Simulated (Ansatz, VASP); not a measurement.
## One calculation of LuPdO2, two programs

Contents of INCAR:

```
PREC = Accurate ; ENCUT = 600
EDIFF = 1E-6 ; ISMEAR = 0
SIGMA = 0.1 ; LREAL = False
LASPH = True ; NELM = 80
ALGO = Normal ; ISIF = 3
LWAVE = False ; LCHARG = False
GGA = PE ; IBRION = 2
NSW = 90 ; EDIFFG = -0.04
```

KPOINTS

```
Automatic mesh
0
Gamma
  6 6 4
```

POSCAR

```
LuPdO2
1.0
    3.3419921100      0.0000000000      0.0000000000
   -1.6709960600      2.8942500700      0.0000000000
    0.0000000000      0.0000000000      5.9395207100
Lu Pd O
1 1 2
Direct
    0.0000000000      0.0000000000      0.0000000000
    0.0000000000      0.0000000000      0.5000000000
    0.3333333300      0.6666666700      0.5000000000
    0.6666666700      0.3333333300      0.5000000000
```

Input for Ansatz:

```yaml
crystal:
  lattice:
    - [3.34199211, 0.0, 0.0]
    - [-1.67099606, 2.89425007, 0.0]
    - [0.0, 0.0, 5.93952071]
  atoms:
    - { symbol: Lu, position: [0.0, 0.0, 0.0] }
    - { symbol: Pd, position: [0.0, 0.0, 0.5] }
    - { symbol: O, position: [0.33333333, 0.66666667, 0.5] }
    - { symbol: O, position: [0.66666667, 0.33333333, 0.5] }
basis:
  ecutwfc: 420
kpoints:
  mp_grid: { grid: [6, 6, 4] }
hamiltonian:
  xc: pbe
scf:
  occupations: { method: gaussian, width: 0.1 }
  lower_state_search: "off"
output:
  forces: true
  stress: true
  eigenvalues: true
relax:
  adjacent_minimum: "off"
  f_tol: 0.04
  max_steps: 70
  cell: { stress_tol: 0.4 }
```

Alike in both runs: task relaxation of cell and atoms; functional PBE; k mesh 6 × 6 × 4; occupations gaussian, width 0.1 eV; no spin polarisation.

|  | VASP | Ansatz |
| --- | --- | --- |
| version | VASP 6.6.1 | Ansatz 0.2.0 |
| potentials or method | VASP PAW PBE potentials, release 64 (Lu, Pd, O), cutoff 600 eV | scalar-relativistic, plane waves, PAW |
| valence electrons in the cell | 47 | 55 |

```tsv
	VASP	Ansatz	Ansatz less VASP
gap on the k mesh at the Fermi level, each at its own relaxed structure (eV)	none	none	-
relaxed volume (Å³/atom)	16.55	16.54	-0.014
relaxed cell length with the largest relative difference (Å)	5.408	5.405	-0.0032
```

A gap of «none» marks a metal or a gap that the smearing closes. VASP's potentials hold 47 valence electrons a cell and Ansatz's 55, so a difference there can come from the potentials and not from the codes.

The k mesh is coarse, so the values compare programs but aren't converged. Spin-orbit coupling is off throughout. Noted on VASP's run: the volume moved by over 15 % at a fixed basis, so the end points are rough.
